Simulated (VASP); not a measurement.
# As (R-3m) in VASP: single point with LDA

Aim: the single point of As with LDA.

Program: VASP 6.6.1. These are calculated values, not measurements. Logs are shortened: lines on timing, memory, paths and dates and some standing lists are left out, and cuts for length are marked.

### 1 The cell of the first run

The structure is trigonal, space group R-3m (No. 166). The conventional cell has a = 3.759 Å, b = 3.759 Å, c = 10.457 Å, α = 90.00°, β = 90.00°, γ = 120.00°. Within 3.3 Å of As (site symmetry 3m) lie 6 As at 2.52 to 3.10 Å.

### 2 Single point, LDA

The input, INCAR:

```
PREC = Accurate
ENCUT = 510
EDIFF = 1E-6
ISMEAR = 0
SIGMA = 0.1
LREAL = F
LASPH = T
NELM = 120
ALGO = Normal
ISIF = 2
LWAVE = F
LCHARG = T
GGA = CA
LELF = T
LVHAR = T
NBANDS = 22
GGA_COMPAT = F
```

The input, KPOINTS:

```
Automatic mesh
0
Gamma
  6 6 6
```

The input, POSCAR:

```
As
1.0
    1.8797494575      1.0852738553      3.4857700000
   -1.8797494575      1.0852738553      3.4857700000
    0.0000000000     -2.1705477106      3.4857700000
As
2
Direct
    0.2275400000      0.2275400000      0.2275400000
    0.7724600000      0.7724600000      0.7724600000
```

Potentials or basis: VASP PAW LDA potentials, release 64 (As_d).

On the command line:

```sh
$ cat potpaw_LDA.64/As_d/POTCAR > POTCAR
$ mpirun -np 1 vasp_std > vasp.out
```

OUTCAR:

```text
PREC = Accurate
   ENCUT = 510
   EDIFF = 1E-6
   ISMEAR = 0
   LREAL = F
   LASPH = T
   NELM = 120
   ISIF = 2
   GGA = CA

 ion  position               nearest neighbor table
   1  0.228  0.228  0.228-   2 2.52   2 2.52   2 2.52
   2  0.772  0.772  0.772-   1 2.52   1 2.52   1 2.52

  LATTYP: Found a trigonal (rhomboedric) cell.
 ALAT       =     4.1063207202
 COS(alpha) =     0.5808936906

  Lattice vectors:

 A1 = (   1.8797494575,   1.0852738553,   3.4857700000)
 A2 = (  -1.8797494575,   1.0852738553,   3.4857700000)
 A3 = (   0.0000000000,  -2.1705477106,   3.4857700000)

Analysis of symmetry for initial positions (statically):
=====================================================================
 Subroutine PRICEL returns:
 Original cell was already a primitive cell.

 Routine SETGRP: Setting up the symmetry group for a
 trigonal (rhombohedral) supercell.

 Subroutine GETGRP returns: Found 12 space group operations
 (whereof 12 operations were pure point group operations)
 out of a pool of 12 trial point group operations.

The static configuration has the point symmetry D_3d.

Analysis of symmetry for dynamics (positions and initial velocities):
=====================================================================
 Subroutine PRICEL returns:
 Original cell was already a primitive cell.

 Routine SETGRP: Setting up the symmetry group for a
 trigonal (rhombohedral) supercell.

 Subroutine GETGRP returns: Found 12 space group operations
 (whereof 12 operations were pure point group operations)
 out of a pool of 12 trial point group operations.

The dynamic configuration has the point symmetry D_3d.

 Subroutine INISYM returns: Found 12 space group operations
 (whereof 12 operations are pure point group operations),
 and found     1 'primitive' translations

----------------------------------------------------------------------------------------

                                     Primitive cell

  volume of cell :      42.6667

  direct lattice vectors                    reciprocal lattice vectors
     1.879749457  1.085273855  3.485770000     0.265992895  0.153571070  0.095626887
    -1.879749457  1.085273855  3.485770000    -0.265992895  0.153571070  0.095626887
     0.000000000 -2.170547711  3.485770000     0.000000000 -0.307142139  0.095626887

  length of vectors
     4.106320720  4.106320720  4.106320720     0.321684310  0.321684310  0.321684310

  position of ions in fractional coordinates (direct lattice)
     0.227540000  0.227540000  0.227540000
     0.772460000  0.772460000  0.772460000

  ion indices of the primitive-cell ions
   primitive index   ion index
                 1           1
                 2           2

----------------------------------------------------------------------------------------

 KPOINTS: Automatic mesh

Automatic generation of k-mesh.
 Grid dimensions read from file:
 generate k-points for:    6    6    6

 Generating k-lattice:

  Cartesian coordinates                     Fractional coordinates (reciprocal lattice)
     0.044332149  0.025595178  0.015937814     0.166666667 -0.000000000 -0.000000000
    -0.044332149  0.025595178  0.015937814    -0.000000000  0.166666667 -0.000000000
     0.000000000 -0.051190357  0.015937814    -0.000000000 -0.000000000  0.166666667

  Length of vectors
     0.053614052  0.053614052  0.053614052

  Shift w.r.t. Gamma in fractional coordinates (k-lattice)
     0.000000000  0.000000000  0.000000000

 Subroutine IBZKPT returns following result:
 ===========================================

 Found     32 irreducible k-points:

 Following reciprocal coordinates:
            Coordinates               Weight
  0.000000  0.000000  0.000000      1.000000
  0.166667  0.000000  0.000000      6.000000
  0.333333  0.000000  0.000000      6.000000
  0.500000  0.000000  0.000000      3.000000
  0.166667  0.166667  0.000000      6.000000
  0.333333  0.166667  0.000000     12.000000
[... 16 lines left out ...]
  0.500000  0.500000  0.166667      6.000000
 -0.333333  0.500000  0.166667     12.000000
 [... further k-points ...]
   k-points           NKPTS =     32   k-points in BZ     NKDIM =     32   number of bands    NBANDS=     22
   number of dos      NEDOS =    301   number of ions     NIONS =      2
   total plane-waves  NPLWV =  27000
   dimension x,y,z NGX =    30 NGY =   30 NGZ =   30
   dimension x,y,z NGXF=    60 NGYF=   60 NGZF=   60
   ions per type =               2
   NGX,Y,Z   is equivalent  to a cutoff of  12.15, 12.15, 12.15 a.u.
   NGXF,Y,Z  is equivalent  to a cutoff of  24.29, 24.29, 24.29 a.u.
 SYSTEM =  unknown system
   PREC   = accura    normal or accurate (medium, high low for compatibility)
   ISTART =      0    job   : 0-new  1-cont  2-samecut
   ICHARG =      2    charge: 1-file 2-atom 10-const
   ISPIN  =      1    spin polarized calculation?
   LNONCOLLINEAR =      F non collinear calculations
   LSORBIT =      F    spin-orbit coupling
   LASPH  =      T    aspherical Exc in radial PAW
   ENCUT  =  510.0 eV  37.48 Ry    6.12 a.u.   7.56  7.56  7.56*2*pi/ulx,y,z
   NELM   =    120;   NELMIN=  2; NELMDL= -5     # of ELM steps
   EDIFF  = 0.1E-05   stopping-criterion for ELM
   LREAL  =      F    real-space projection
[... 7 lines left out ...]
   TEBEG  =    0.0;   TEEND  =   0.0 temperature during run
   PSTRESS=    0.0 pullay stress
   NELECT =      30.0000    total number of electrons
   NUPDOWN=      -1.0000    fix difference up-down
   EMIN   =  10.00;   EMAX   =-10.00  energy-range for DOS
   EFERMI =   0.00;   METHOD = LEGACY
   ISMEAR =     0;   SIGMA  =   0.10  broadening in eV -4-tet -1-fermi 0-gaus
   EFERMI_NEDOS =   21; number of points for ismear=-14 and -15
   IALGO  =     38    algorithm
   IMIX   =      4    mixing-type and parameters
     AMIX     =   0.40;   BMIX     =  1.00
     AMIX_MAG =   1.60;   BMIX_MAG =  1.00
  volume/ion in A,a.u.               =      21.33       143.96
  Fermi-wavevector in a.u.,A,eV,Ry     =   1.455746  2.750960 28.833402  2.119195
  Thomas-Fermi vector in A             =   2.572744
   LORBIT       =      0    0 simple, 1 ext, 2 COOP (PROOUT), +10 PAW based schemes
   GGA     = CA    functional components
   LHFCALC =     F    Hartree Fock is set to
   AEXX    =    0.0000 exact exchange contribution
   IVDW    =     0    specifies the selected vdW correction
   LEPSILON=     F    determine dielectric tensor
   LRPA    =     F    only Hartree local field effects (RPA)
 non-spin polarized calculation
 Gauss-broadening in eV      SIGMA  =   0.10
  energy-cutoff  :      510.00
  volume of cell :       42.67
 maximum number of plane-waves:      1124
   NGX = 15   NGY = 15   NGZ = 15

 number of electron      29.9999999 magnetization

 Free energy of the ion-electron system (eV)
  ---------------------------------------------------
  ext. energy  EPLUGINS =         0.00000000
  ---------------------------------------------------
  free energy    TOTEN  =       -10.80632872 eV

  energy without entropy =      -10.80475929  energy(sigma->0) =      -10.80554401

 E-fermi :   3.8094     XC(G=0): -11.0409

 val. band max:        3.4635991475   @ k =   0.5000   0.0000   0.0000
 cond. band min:       3.8094089918   @ k =   0.3333   0.1667   0.1667
 fundamental gap:      0.3458098442
 Fermi energy:         3.8093816488

 k-point     1 :       0.0000    0.0000    0.0000
  band No.  band energies     occupation
      1     -32.5857      2.00000
      2     -32.5857      2.00000
      3     -32.5390      2.00000
      4     -32.5390      2.00000
      5     -32.5103      2.00000
      6     -32.4710      2.00000
[... 14 lines left out ...]
     21      11.0170      0.00000
     22      12.6587      0.00000

 k-point     2 :       0.1667    0.0000    0.0000
  band No.  band energies     occupation
      1     -32.5824      2.00000
      2     -32.5776      2.00000
      3     -32.5363      2.00000
      4     -32.5333      2.00000
      5     -32.5079      2.00000
      6     -32.4749      2.00000
[... 14 lines left out ...]
     21      10.7930      0.00000
     22      14.5558      0.00000

 k-point     3 :       0.3333    0.0000    0.0000
  band No.  band energies     occupation
      1     -32.5750      2.00000
      2     -32.5567      2.00000
      3     -32.5302      2.00000
      4     -32.5189      2.00000
      5     -32.5014      2.00000
      6     -32.4855      2.00000
[... 14 lines left out ...]
     21      12.8982      0.00000
     22      16.1286      0.00000

 k-point     4 :       0.5000    0.0000    0.0000
  band No.  band energies     occupation
      1     -32.5709      2.00000
      2     -32.5414      2.00000
      3     -32.5230      2.00000
      4     -32.5048      2.00000
      5     -32.5039      2.00000
      6     -32.4975      2.00000
[... 14 lines left out ...]
     21      15.3481      0.00000
     22      15.5249      0.00000

 k-point     5 :       0.1667    0.1667    0.0000
  band No.  band energies     occupation
      1     -32.5851      2.00000
      2     -32.5734      2.00000
      3     -32.5369      2.00000
      4     -32.5323      2.00000
      5     -32.5074      2.00000
      6     -32.4761      2.00000
[... 417 lines left out ...]
 k-point    22 :      -0.1667    0.3333    0.1667
  band No.  band energies     occupation
      1     -32.5797      2.00000
      2     -32.5376      2.00000
      3     -32.5251      2.00000
      4     -32.5128      2.00000
      5     -32.5007      2.00000
      6     -32.4966      2.00000
[... 14 lines left out ...]
     21      14.3418      0.00000
     22      15.9486      0.00000

 k-point    23 :       0.5000    0.5000    0.1667
  band No.  band energies     occupation
      1     -32.5805      2.00000
      2     -32.5521      2.00000
      3     -32.5308      2.00000
      4     -32.5170      2.00000
      5     -32.4999      2.00000
      6     -32.4876      2.00000
[... 14 lines left out ...]
     21      15.5109      0.00000
     22      15.8123      0.00000

 k-point    24 :      -0.3333    0.5000    0.1667
  band No.  band energies     occupation
      1     -32.5794      2.00000
      2     -32.5411      2.00000
      3     -32.5251      2.00000
      4     -32.5139      2.00000
      5     -32.4980      2.00000
      6     -32.4938      2.00000
[... 14 lines left out ...]
     21      15.7813      0.00000
     22      16.8449      0.00000

 [... further k-points ...]
[... 5 lines left out ...]
  --------------------------------------------------------------------------------------
  -------------------------------------------------------------------------------------
  Total       -0.2428775     -0.2428775     -0.6351868      0.0000000      0.0000000      0.0000000
  in kB       -9.1202869     -9.1202869    -23.8518875      0.0000000      0.0000000      0.0000000
  external PRESSURE =     -14.0308204 kB  Pullay stress =       0.0000000 kB

 VOLUME and BASIS-vectors are now :
 -----------------------------------------------------------------------------
  energy-cutoff  :      510.00
  volume of cell :       42.67
      direct lattice vectors                 reciprocal lattice vectors
     1.879749457  1.085273855  3.485770000     0.265992895  0.153571070  0.095626887
    -1.879749457  1.085273855  3.485770000    -0.265992895  0.153571070  0.095626887
     0.000000000 -2.170547711  3.485770000     0.000000000 -0.307142139  0.095626887

 POSITION                                       TOTAL-FORCE (eV/Angst)
 -----------------------------------------------------------------------------------
      0.00000      0.00000      2.37946         0.000000      0.000000     -0.012495
      0.00000      0.00000      8.07785         0.000000     -0.000000      0.012495
 -----------------------------------------------------------------------------------
    total drift:                               -0.000000      0.000000     -0.000000

  FREE ENERGIE OF THE ION-ELECTRON SYSTEM (eV)
  ---------------------------------------------------
  free  energy   TOTEN  =       -10.8063287244 eV

  energy  without entropy=      -10.8047592905  energy(sigma->0) =      -10.80554401
```

Run time: 21 s. Hardware: 1 thread of Intel Xeon Platinum 8259CL at 2.50GHz (Skylake/Cascade Lake), shared host; peak memory 0.15 GiB.

What came out:

```yaml
Free_energy: -10.8063 eV
Pressure: -1.4 GPa
Largest_force: 0.012 eV/Å
Band_gap_on_the_k_mesh: zero (bands 15 and 16 overlap by 0.35 eV)
```

Forces on the atoms (eV/Å):
```
As   0.000  0.000 -0.012
As   0.000  0.000  0.012
```

Stress tensor (GPa, compression positive):
```
-0.91  0.00  0.00
 0.00 -0.91  0.00
 0.00  0.00 -2.39
```

Levels at points of the mesh, in eV from the Fermi level:
| k point | band 11 | band 12 | band 13 | band 14 | band 15 | band 16 | band 17 | band 18 | band 19 | band 20 |
| --- | --- | --- | --- | --- | --- | --- | --- | --- | --- | --- |
| (0.00, 0.00, 0.00) | -15.07 | -5.84 | -2.53 | -1.98 | -1.98 | 1.77 | 2.95 | 2.95 | 6.84 | 6.84 |
| (0.50, 0.00, 0.00) | -12.31 | -11.16 | -2.73 | -2.72 | -0.36 | -0.35 | 0.24 | 1.24 | 8.98 | 9.34 |
| (0.50, 0.50, 0.00) | -12.28 | -9.69 | -6.09 | -4.27 | -4.12 | 1.50 | 5.45 | 6.76 | 7.28 | 10.83 |
| (0.50, 0.50, 0.50) | -13.70 | -10.15 | -1.69 | -1.69 | -0.62 | 0.69 | 0.69 | 1.76 | 8.07 | 10.68 |

The gap in the log of VASP goes by the Fermi energy; the results here count the filled bands.